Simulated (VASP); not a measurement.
# ZnO (P6_3mc) in VASP: single point with PBE

Aim: the single point of ZnO with PBE.

Program: VASP 6.6.1. These are calculated values, not measurements. Logs are shortened: lines on timing, memory, paths and dates and some standing lists are left out, and cuts for length are marked.

## (1) The cell of the first run

It takes space group P6_3mc (No. 186, hexagonal). The conventional cell has a = 3.279 Å, b = 3.279 Å, c = 5.293 Å, α = 90.00°, β = 90.00°, γ = 120.00°. Within 2.6 Å of Zn (site symmetry 3m) lie 4 O at 2.00 to 2.01 Å. Within 2.6 Å of O (site symmetry 3m) lie 4 Zn at 2.00 to 2.01 Å.

## (2) Single point, PBE

Contents of INCAR:

```
SYSTEM = ZnO
PREC = Accurate
ENCUT = 520
EDIFF = 1E-7
ISMEAR = 0
SIGMA = 0.02
LREAL = .FALSE.
LASPH = .TRUE.
NELM = 60
ALGO = Normal
ISIF = 2
LWAVE = .FALSE.
LCHARG = .FALSE.
GGA = PE
NBANDS = 26
```

Contents of KPOINTS:

```
Automatic mesh
0
G
  12 12 6
  0 0 0
```

Contents of POSCAR:

```
ZnO
1.0
    3.2793906870      0.0000000000      0.0000000000
   -1.6396953435      2.8400356439      0.0000000000
    0.0000000000      0.0000000000      5.2932331837
Zn O
2 2
Direct
    0.6666666667      0.3333333333      0.5006044145
    0.3333333333      0.6666666667      0.0006044145
    0.6666666667      0.3333333333      0.8797055855
    0.3333333333      0.6666666667      0.3797055855
```

Potentials or basis: VASP PAW PBE potentials, release 64 (Zn, O).

Command:

```bash
> cat potpaw_PBE.64/Zn/POTCAR potpaw_PBE.64/O/POTCAR > POTCAR
> mpirun -np 1 vasp_std > vasp.out
```

OUTCAR:

```text
SYSTEM = ZnO
   PREC = Accurate
   ENCUT = 520
   EDIFF = 1E-7
   ISMEAR = 0
   LREAL = .FALSE.
   LASPH = .TRUE.
   NELM = 60
   ISIF = 2
   GGA = PE

 ion  position               nearest neighbor table
   1  0.667  0.333  0.501-   4 2.00   4 2.00   4 2.00   3 2.01
   2  0.333  0.667  0.001-   3 2.00   3 2.00   3 2.00   4 2.01
   3  0.667  0.333  0.880-   2 2.00   2 2.00   2 2.00   1 2.01
   4  0.333  0.667  0.380-   1 2.00   1 2.00   1 2.00   2 2.01

  LATTYP: Found a hexagonal cell.
 ALAT       =     3.2793906870
 C/A-ratio  =     1.6140904482

  Lattice vectors:

 A1 = (   3.2793906870,   0.0000000000,   0.0000000000)
 A2 = (  -1.6396953435,   2.8400356439,   0.0000000000)
 A3 = (   0.0000000000,   0.0000000000,   5.2932331837)

Analysis of symmetry for initial positions (statically):
=====================================================================
 Subroutine PRICEL returns:
 Original cell was already a primitive cell.

 Routine SETGRP: Setting up the symmetry group for a
 hexagonal supercell.

 Subroutine GETGRP returns: Found 12 space group operations
 (whereof  6 operations were pure point group operations)
 out of a pool of 24 trial point group operations.

The static configuration has the point symmetry C_3v.
 The point group associated with its full space group is C_6v.

Analysis of symmetry for dynamics (positions and initial velocities):
=====================================================================
 Subroutine PRICEL returns:
 Original cell was already a primitive cell.

 Routine SETGRP: Setting up the symmetry group for a
 hexagonal supercell.

 Subroutine GETGRP returns: Found 12 space group operations
 (whereof  6 operations were pure point group operations)
 out of a pool of 24 trial point group operations.

The dynamic configuration has the point symmetry C_3v.
 The point group associated with its full space group is C_6v.

 Subroutine INISYM returns: Found 12 space group operations
 (whereof  6 operations are pure point group operations),
 and found     1 'primitive' translations

----------------------------------------------------------------------------------------

                                     Primitive cell

  volume of cell :      49.2990

  direct lattice vectors                    reciprocal lattice vectors
     3.279390687  0.000000000  0.000000000     0.304934695  0.176054128  0.000000000
    -1.639695343  2.840035644  0.000000000     0.000000000  0.352108257  0.000000000
     0.000000000  0.000000000  5.293233184     0.000000000  0.000000000  0.188920451

  length of vectors
     3.279390687  3.279390687  5.293233184     0.352108257  0.352108257  0.188920451

  position of ions in fractional coordinates (direct lattice)
     0.666666667  0.333333333  0.500604415
     0.333333333  0.666666667  0.000604415
     0.666666667  0.333333333  0.879705585
     0.333333333  0.666666667  0.379705585

  ion indices of the primitive-cell ions
   primitive index   ion index
                 1           1
                 2           2
                 3           3
                 4           4

----------------------------------------------------------------------------------------

 KPOINTS: Automatic mesh

Automatic generation of k-mesh.
 Grid dimensions read from file:
 generate k-points for:   12   12    6

 Generating k-lattice:

  Cartesian coordinates                     Fractional coordinates (reciprocal lattice)
     0.025411225  0.014671177  0.000000000     0.083333333  0.000000000  0.000000000
     0.000000000  0.029342355  0.000000000     0.000000000  0.083333333  0.000000000
     0.000000000  0.000000000  0.031486742     0.000000000  0.000000000  0.166666667

  Length of vectors
     0.029342355  0.029342355  0.031486742

  Shift w.r.t. Gamma in fractional coordinates (k-lattice)
     0.000000000  0.000000000  0.000000000

 Subroutine IBZKPT returns following result:
 ===========================================

 Found     76 irreducible k-points:

 Following reciprocal coordinates:
            Coordinates               Weight
  0.000000  0.000000  0.000000      1.000000
  0.083333 -0.000000  0.000000      6.000000
  0.166667  0.000000  0.000000      6.000000
  0.250000  0.000000  0.000000      6.000000
  0.333333 -0.000000  0.000000      6.000000
  0.416667 -0.000000  0.000000      6.000000
[... 16 lines left out ...]
  0.250000  0.000000  0.166667     12.000000
  0.333333 -0.000000  0.166667     12.000000
 [... further k-points ...]
   k-points           NKPTS =     76   k-points in BZ     NKDIM =     76   number of bands    NBANDS=     26
   number of dos      NEDOS =    301   number of ions     NIONS =      4
   total plane-waves  NPLWV =  23040
   dimension x,y,z NGX =    24 NGY =   24 NGZ =   40
   dimension x,y,z NGXF=    48 NGYF=   48 NGZF=   80
   ions per type =               2   2
   NGX,Y,Z   is equivalent  to a cutoff of  12.17, 12.17, 12.56 a.u.
   NGXF,Y,Z  is equivalent  to a cutoff of  24.33, 24.33, 25.13 a.u.
 SYSTEM =  ZnO
   PREC   = accura    normal or accurate (medium, high low for compatibility)
   ISTART =      0    job   : 0-new  1-cont  2-samecut
   ICHARG =      2    charge: 1-file 2-atom 10-const
   ISPIN  =      1    spin polarized calculation?
   LNONCOLLINEAR =      F non collinear calculations
   LSORBIT =      F    spin-orbit coupling
   LASPH  =      T    aspherical Exc in radial PAW
   ENCUT  =  520.0 eV  38.22 Ry    6.18 a.u.   6.10  6.10  9.84*2*pi/ulx,y,z
   NELM   =     60;   NELMIN=  2; NELMDL= -5     # of ELM steps
   EDIFF  = 0.1E-06   stopping-criterion for ELM
   LREAL  =      F    real-space projection
   EDIFFG = 0.1E-05   stopping-criterion for IOM
   NSW    =      0    number of steps for IOM
   IBRION =     -1    ionic relax: 0-MD 1-quasi-New 2-CG
   NFREE  =      0    steps in history (QN), initial steepest desc. (CG)
   ISIF   =      2    stress and relaxation
   ISYM   =      2    0-nonsym 1-usesym 2-fastsym
   POTIM  = 0.5000    time-step for ionic-motion
   TEBEG  =    0.0;   TEEND  =   0.0 temperature during run
   PSTRESS=    0.0 pullay stress
   NELECT =      36.0000    total number of electrons
   NUPDOWN=      -1.0000    fix difference up-down
   EMIN   =  10.00;   EMAX   =-10.00  energy-range for DOS
   EFERMI =   0.00;   METHOD = LEGACY
   ISMEAR =     0;   SIGMA  =   0.02  broadening in eV -4-tet -1-fermi 0-gaus
   EFERMI_NEDOS =   21; number of points for ismear=-14 and -15
   IALGO  =     38    algorithm
   IMIX   =      4    mixing-type and parameters
     AMIX     =   0.40;   BMIX     =  1.00
     AMIX_MAG =   1.60;   BMIX_MAG =  1.00
  volume/ion in A,a.u.               =      12.32        83.17
  Fermi-wavevector in a.u.,A,eV,Ry     =   1.474222  2.785876 29.569973  2.173332
  Thomas-Fermi vector in A             =   2.589020
   LORBIT       =      0    0 simple, 1 ext, 2 COOP (PROOUT), +10 PAW based schemes
   GGA     = PE    functional components
   LHFCALC =     F    Hartree Fock is set to
   AEXX    =    0.0000 exact exchange contribution
   IVDW    =     0    specifies the selected vdW correction
   LEPSILON=     F    determine dielectric tensor
   LRPA    =     F    only Hartree local field effects (RPA)
 non-spin polarized calculation
 Gauss-broadening in eV      SIGMA  =   0.02
  energy-cutoff  :      520.00
  volume of cell :       49.30
 maximum number of plane-waves:      1350
   NGX = 13   NGY = 13   NGZ = 19

 number of electron      36.0000039 magnetization

 Free energy of the ion-electron system (eV)
  ---------------------------------------------------
  ext. energy  EPLUGINS =         0.00000000
  ---------------------------------------------------
  free energy    TOTEN  =       -17.86095695 eV

  energy without entropy =      -17.86095695  energy(sigma->0) =      -17.86095695

 E-fermi :   1.0060     XC(G=0): -10.7259

 val. band max:        0.8957049808   @ k =   0.0000   0.0000   0.0000
 cond. band min:       1.6236725958   @ k =   0.0000   0.0000   0.0000
 fundamental gap:      0.7279676151
 Fermi energy:         1.0060450913

 k-point     1 :       0.0000    0.0000    0.0000
  band No.  band energies     occupation
      1     -16.9231      2.00000
      2     -16.2557      2.00000
      3      -4.6418      2.00000
      4      -4.6418      2.00000
      5      -4.6020      2.00000
      6      -4.4875      2.00000
[... 18 lines left out ...]
     25      14.8278      0.00000
     26      14.8279      0.00000

 k-point     2 :       0.0833   -0.0000    0.0000
  band No.  band energies     occupation
      1     -16.8873      2.00000
      2     -16.2397      2.00000
      3      -4.6820      2.00000
      4      -4.6206      2.00000
      5      -4.5776      2.00000
      6      -4.4696      2.00000
[... 18 lines left out ...]
     25      14.7566      0.00000
     26      14.9128      0.00000

 k-point     3 :       0.1667    0.0000    0.0000
  band No.  band energies     occupation
      1     -16.7864      2.00000
      2     -16.1969      2.00000
      3      -4.7735      2.00000
      4      -4.5648      2.00000
      5      -4.5411      2.00000
      6      -4.4588      2.00000
[... 18 lines left out ...]
     25      14.7264      0.00000
     26      14.9968      0.00000

 k-point     4 :       0.2500    0.0000    0.0000
  band No.  band energies     occupation
      1     -16.6403      2.00000
      2     -16.1429      2.00000
      3      -4.8647      2.00000
      4      -4.5497      2.00000
      5      -4.4967      2.00000
      6      -4.3729      2.00000
[... 18 lines left out ...]
     25      14.0584      0.00000
     26      14.8615      0.00000
[... 496 lines left out ...]
      1     -16.7481      2.00000
      2     -16.2376      2.00000
      3      -4.8014      2.00000
      4      -4.6122      2.00000
      5      -4.5554      2.00000
      6      -4.5018      2.00000
[... 18 lines left out ...]
     25      13.9286      0.00000
     26      14.8019      0.00000

 k-point    23 :       0.2500    0.0000    0.1667
  band No.  band energies     occupation
      1     -16.6073      2.00000
      2     -16.1762      2.00000
      3      -4.8921      2.00000
      4      -4.6330      2.00000
      5      -4.4830      2.00000
      6      -4.3963      2.00000
[... 18 lines left out ...]
     25      14.0612      0.00000
     26      14.7386      0.00000

 k-point    24 :       0.3333   -0.0000    0.1667
  band No.  band energies     occupation
      1     -16.4536      2.00000
      2     -16.1229      2.00000
      3      -4.9325      2.00000
      4      -4.6601      2.00000
      5      -4.4219      2.00000
      6      -4.2645      2.00000
[... 18 lines left out ...]
     25      14.1275      0.00000
     26      14.6834      0.00000

 [... further k-points ...]
[... 5 lines left out ...]
  --------------------------------------------------------------------------------------
  -------------------------------------------------------------------------------------
  Total        0.2832753      0.2832753      0.2821118      0.0000000      0.0000000      0.0000000
  in kB        9.2062207      9.2062207      9.1684050      0.0000000      0.0000000      0.0000000
  external PRESSURE =       9.1936155 kB  Pullay stress =       0.0000000 kB

 VOLUME and BASIS-vectors are now :
 -----------------------------------------------------------------------------
  energy-cutoff  :      520.00
  volume of cell :       49.30
      direct lattice vectors                 reciprocal lattice vectors
     3.279390687  0.000000000  0.000000000     0.304934695  0.176054128  0.000000000
    -1.639695343  2.840035644  0.000000000     0.000000000  0.352108257  0.000000000
     0.000000000  0.000000000  5.293233184     0.000000000  0.000000000  0.188920451

 POSITION                                       TOTAL-FORCE (eV/Angst)
 -----------------------------------------------------------------------------------
      1.63970      0.94668      2.64982        -0.000000      0.000000      0.001398
     -0.00000      1.89336      0.00320         0.000000     -0.000000      0.001398
      1.63970      0.94668      4.65649        -0.000000     -0.000000     -0.001398
     -0.00000      1.89336      2.00987         0.000000      0.000000     -0.001398
 -----------------------------------------------------------------------------------
    total drift:                               -0.000001     -0.000001     -0.001021

  FREE ENERGIE OF THE ION-ELECTRON SYSTEM (eV)
  ---------------------------------------------------
  free  energy   TOTEN  =       -17.8609569536 eV

  energy  without entropy=      -17.8609569536  energy(sigma->0) =      -17.86095695
```

It took 77 s on 1 thread of AMD EPYC 7R43 (Zen 3), shared host; peak memory 0.18 GiB.

Results:

```
Free energy            : -17.8610 eV
Pressure               : 0.9 GPa
Band gap on the k mesh : 0.73 eV, direct
```

Levels at points of the mesh, in eV from the valence-band top:
```tsv
k point	band 16	band 17	band 18	band 19	band 20	band 21
(0.00, 0.00, 0.00)	-0.08	0.00	0.00	0.73	5.09	8.07
(0.50, 0.00, 0.00)	-2.15	-1.23	-0.79	5.62	6.82	7.52
(0.00, 0.00, 0.50)	-0.37	-0.37	-0.37	3.36	3.36	9.91
(0.50, 0.00, 0.50)	-1.43	-1.32	-1.32	5.64	5.64	8.23
```
